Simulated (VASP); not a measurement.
A run of VASP 6.6.1 is set up as follows.

Contents of INCAR:

```
ALGO = Fast
EDIFF = 1E-6
ENCUT = 520
GGA = PE
ISIF = 2
ISMEAR = 0
LASPH = T
LCHARG = F
LREAL = Auto
LWAVE = F
NBANDS = 34
NELM = 80
PREC = Accurate
SIGMA = 0.1
```

KPOINTS

```
k-points
0
Gamma
  6 6 4
```

POSCAR

```
Mg7Te
1.0
    6.3306468385      0.0000000000      0.0000000000
   -3.1653234193      5.4825009846      0.0000000000
    0.0000000000      0.0000000000     10.8653207135
Mg Te
14 2
Direct
    0.5000000000      0.5000000000      0.0000000000
    0.8310930225      0.6621860449      0.7500000000
    0.8310930225      0.1689069775      0.7500000000
    0.1689069775      0.8310930225      0.2500000000
    0.6621860449      0.8310930225      0.2500000000
    0.5000000000      0.0000000000      0.5000000000
    0.6666666667      0.3333333333      0.2500000000
    0.5000000000      0.0000000000      0.0000000000
    0.5000000000      0.5000000000      0.5000000000
    0.0000000000      0.5000000000      0.5000000000
    0.1689069775      0.3378139551      0.2500000000
    0.0000000000      0.5000000000      0.0000000000
    0.3378139551      0.1689069775      0.7500000000
    0.3333333333      0.6666666667      0.7500000000
    0.0000000000      0.0000000000      0.5000000000
    0.0000000000      0.0000000000      0.0000000000
```

Potentials or basis: VASP PAW PBE potentials, release 64 (Mg, Te).

Launch:

```console
$ cat potpaw_PBE.64/Mg/POTCAR potpaw_PBE.64/Te/POTCAR > POTCAR
$ mpirun -np 1 vasp_std > vasp.out
```

**Question.** Predict the pressure.

**Answer.** -0.1 GPa.

**Question.** Predict the largest force.

**Answer.** 0.009 eV/Å.

Forces on the atoms (eV/Å):
```
Mg   0.000  0.000  0.000
Mg   0.000 -0.009  0.000
Mg  -0.008  0.005  0.000
Mg   0.008 -0.005  0.000
Mg  -0.008 -0.005  0.000
Mg   0.000  0.000  0.000
Mg   0.000  0.000  0.000
Mg   0.000  0.000  0.000
Mg   0.000  0.000  0.000
Mg   0.000  0.000  0.000
Mg   0.000  0.009  0.000
Mg   0.000  0.000  0.000
Mg   0.008  0.005  0.000
Mg   0.000  0.000  0.000
Te   0.000  0.000  0.000
Te   0.000  0.000  0.000
```
